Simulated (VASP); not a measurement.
A run of VASP 6.6.1 is set up as follows.

File POSCAR:

```
BaS
1.0
    0.0000000000      3.0220860497      3.0220860497
    3.0220860497      0.0000000000      3.0220860497
    3.0220860497      3.0220860497      0.0000000000
Ba S
1 1
Direct
    0.0000000000      0.0000000000      0.0000000000
    0.5000000000      0.5000000000      0.5000000000
```

INCAR.step1

```
ALGO = Normal ; EDIFF = 1E-5
ENCUT = 520 ; GGA = PE
ISIF = 2 ; ISMEAR = 0
LASPH = True ; LCHARG = False
LREAL = False ; LWAVE = True
NBANDS = 15 ; NELM = 80
PREC = Accurate ; SIGMA = 0.01
```

Contents of INCAR.step2:

```
ALGO = Normal ; EDIFF = 1E-6
ENCUT = 520 ; GGA = PE
HFSCREEN = 0.2079 ; ISIF = 2
ISMEAR = 0 ; ISTART = 1
LASPH = True ; LCHARG = False
LHFCALC = True ; LREAL = False
LWAVE = False ; NBANDS = 15
NELM = 80 ; PREC = Accurate
PRECFOCK = Normal ; SIGMA = 0.01
```

KPOINTS

```
k-points
0
Gamma
  6 6 6
```

Potentials or basis: VASP PAW PBE potentials, release 64 (Ba_sv, S).

Command:

```bash
$ cat potpaw_PBE.64/Ba_sv/POTCAR potpaw_PBE.64/S/POTCAR > POTCAR
$ cp INCAR.step1 INCAR
$ mpirun -np 1 vasp_std > vasp.out
$ cp INCAR.step2 INCAR
$ mpirun -np 1 vasp_std > vasp.out
```

Task: Predict the band gap on the k mesh.

Result: 2.64 eV (least direct gap 2.65 eV).

Task: What does it give for the pressure?

Result: 12.5 GPa.

Caveat: the cell differs from its parent crystal (strain -5.9%); the cell stands under pressure; the PAW data sets were made with another functional, which shifts forces and pressure a little; spin-orbit coupling is left out, which moves the levels of the heavy elements. A k mesh can miss the band edges.
